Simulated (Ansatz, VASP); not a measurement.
# Sb: VASP beside Ansatz

```
Sb
1.0
     0.00000    3.27107    3.27107
     3.27107    0.00000    3.27107
     3.27107    3.27107    0.00000
Sb
2
Direct
  0.87500 0.87500 0.87500
  0.12500 0.12500 0.12500
```

Alike in both runs: task relaxation of cell and atoms; functional PBE; k mesh 10 × 10 × 10; occupations fermi-dirac, width 0.08 eV; no spin polarisation.

```csv
,VASP,Ansatz
version,VASP 6.6.1,Ansatz 0.2.0
potentials or method,"VASP PAW PBE potentials, release 64 (Sb)","PAW with Ansatz's default frozen-core files, scalar-relativistic"
plane-wave cutoff (eV),500,420
valence electrons in the cell,10,30
```

```tsv
	VASP	Ansatz	Ansatz less VASP
relaxed volume (Å³/atom)	42.66	42.66	-0.008
relaxed cell length with the largest relative difference (Å)	4.942	4.941	-0.0003
```

VASP's potentials hold 10 valence electrons a cell and Ansatz's 30, so a difference there can come from the potentials and not from the codes.

Spin-orbit coupling is off throughout. Noted on VASP's run: the volume moved by over 15 % at a fixed basis, so the end points are rough.
